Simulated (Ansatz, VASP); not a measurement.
Sn: VASP beside Ansatz

```
Sn
1.0
    -2.89942    2.90080    1.55817
     2.90080   -2.89942    1.55817
     2.89858    2.89858   -1.55564
Sn
2
Direct
  0.00002 0.99998 0.00000
  0.74998 0.25002 0.50000
```

Alike in both runs: task single point; functional LDA; k mesh 11 × 11 × 8; no spin polarisation.

```csv
,VASP,Ansatz
version,VASP 6.6.1,Ansatz 0.2.0
potentials or method,"VASP PAW LDA potentials, release 64 (Sn_d), cutoff 520 eV","plane waves (420 eV) with PAW, scalar-relativistic"
occupations,"methfessel-paxton of order 1, width 0.03 eV","cold, width 0.03 eV"
valence electrons in the cell,28,28
```

VASP gave:

```
pressure (GPa)                                                : 0.0
traceless stress, the component that is largest in VASP (GPa) : -0.11
```

Q: What did Ansatz give for the same quantities?

A: Pressure (GPa): 0.0; traceless stress, the component that is largest in VASP (GPa): -0.10.

Ansatz warns that its potentials were made for another functional, while VASP's fit it. LDA's correlation is that of Perdew and Zunger in VASP and of Perdew and Wang (1992) in Ansatz.
